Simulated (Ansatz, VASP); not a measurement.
**Two plane-wave programs on SnH3**

```
Sn H
1.0
     3.34276    0.00000    0.00000
     0.00000    3.34276    0.00000
     0.00000    0.00000    3.34276
Sn H
1 3
Direct
  0.00000 0.00000 0.00000
  0.00000 0.50000 0.50000
  0.50000 0.00000 0.50000
  0.50000 0.50000 0.00000
```

Alike in both runs: task relaxation of cell and atoms; functional PBE; k mesh 14 × 14 × 14; occupations gaussian, width 0.1 eV; no spin polarisation.

|  | VASP | Ansatz |
| --- | --- | --- |
| version | VASP 6.6.1 | Ansatz 0.2.0 |
| potentials or method | VASP PAW PBE potentials, release 64 (Sn_d, H), cutoff 600 eV | scalar-relativistic, plane waves, PAW |
| valence electrons in the cell | 17 | 17 |

Ansatz gave:

| Item | Value |
| --- | --- |
| gap on the k mesh at the Fermi level, each at its own relaxed structure (eV) | none |
| relaxed volume (Å³/atom) | 9.27 |
| relaxed length of the cell vector where the two differ most in proportion (Å) | 3.334 |

**Question.** Which values does VASP return?

**Answer.** gap on the k mesh at the Fermi level, each at its own relaxed structure (eV): none; relaxed volume (Å³/atom): 9.25; relaxed length of the cell vector where the two differ most in proportion (Å): 3.333.

A gap of «none» marks a metal or a gap that the smearing closes.

Noted on VASP's run: too few bands were computed for a metal, which touches its energy and stress.
